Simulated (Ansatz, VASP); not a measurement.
# BP: VASP beside Ansatz

Contents of INCAR:

```
SYSTEM = BP
  PREC = Accurate
  ENCUT = 520
  EDIFF = 1E-6
  ISMEAR = -1
  SIGMA = 0.02
  LREAL = .FALSE.
  LASPH = .TRUE.
  NELM = 60
  ALGO = Normal
  ISIF = 2
  LWAVE = .FALSE.
  LCHARG = .FALSE.
  GGA = PE
  NBANDS = 11
```

File KPOINTS:

```
Automatic mesh
0
G
  10 10 10
  0 0 0
```

POSCAR

```
BP
1.0
    0.0000000000      2.2683156689      2.3590482957
    2.2683156689      0.0000000000      2.3590482957
    2.2683156689      2.2683156689      0.0000000000
B P
1 1
Direct
    0.0000000000      0.0000000000      0.0000000000
    0.2500000000      0.2500000000      0.2500000000
```

Input for Ansatz:

```yaml
crystal:
  lattice:
    - [0.0, 2.2683156689, 2.3590482957]
    - [2.2683156689, 0.0, 2.3590482957]
    - [2.2683156689, 2.2683156689, 0.0]
  atoms:
    - { symbol: B, position: [0.0, 0.0, 0.0] }
    - { symbol: P, position: [0.25, 0.25, 0.25] }
kpoints:
  mp_grid: { grid: [10, 10, 10] }
  band_path:
    path:
      - [0.0, 0.0, 0.0]
      - [-0.5, -0.5, 0.0]
      - [-0.375, -0.375, 0.25]
      - [-0.375, 0.0, 0.375]
      - [0.0, 0.0, 0.5]
      - [-0.5, -0.25, 0.25]
      - [0.0, 0.408854, 0.408854]
    npoints: 1
hamiltonian:
  xc: pbe
scf:
  occupations: { method: fermi_dirac, width: 0.02 }
  n_extra_bands: 4
output:
  forces: true
  stress: true
  eigenvalues: true
```

Change from the starting cell: uniaxial_z strain +4.0%.

Alike in both runs: task single point; functional PBE; k mesh 10 × 10 × 10; occupations fermi-dirac, width 0.02 eV; no spin polarisation.

```csv
,VASP,Ansatz
version,VASP 6.6.1,Ansatz 0.2.0
potentials or method,"VASP PAW PBE potentials, release 64 (B, P)","plane waves, PAW"
plane-wave cutoff (eV),520,420
valence electrons in the cell,8,8
```

|  | VASP | Ansatz | Ansatz less VASP |
| --- | --- | --- | --- |
| gap on the k mesh at the Fermi level (eV) | 1.00 | 1.00 | +0.004 |
| pressure (GPa) | -5.0 | -4.8 | +0.20 |
| traceless stress, the component that is largest in VASP (GPa) | -7.13 | -7.12 | +0.010 |
